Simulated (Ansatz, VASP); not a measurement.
One calculation of Y, two programs

```
CELL_PARAMETERS angstrom
0.00000 3.45312 3.45312
3.45312 0.00000 3.45312
3.45312 3.45312 0.00000
ATOMIC_POSITIONS crystal
Y 0.78500 0.90500 0.90500
Y 0.21500 0.09500 0.09500
```

Change from the starting cell: shortest bond scaled by 0.76, LAPW.

Alike in both runs: task single point; functional PBE; k mesh 8 × 8 × 8; occupations fermi-dirac, width 0.05 eV; no spin polarisation.

|  | VASP | Ansatz |
| --- | --- | --- |
| version | VASP 6.6.1 | Ansatz 0.2.0 |
| potentials or method | VASP PAW PBE potentials, release 64 (Y_sv), cutoff 520 eV | all-electron LAPW, scalar-relativistic |

```tsv
	VASP	Ansatz	Ansatz less VASP
pressure (GPa)	4.5	4.5	0.00
traceless stress, the component that is largest in VASP (GPa)	-9.44	-9.42	+0.024
rms of the force components (eV/Å)	2.755	2.748	-0.0070
```

Atom by atom the forces differ by 0.007 eV/Å (rms over components). Ansatz ran all-electron here, and VASP with PAW potentials.
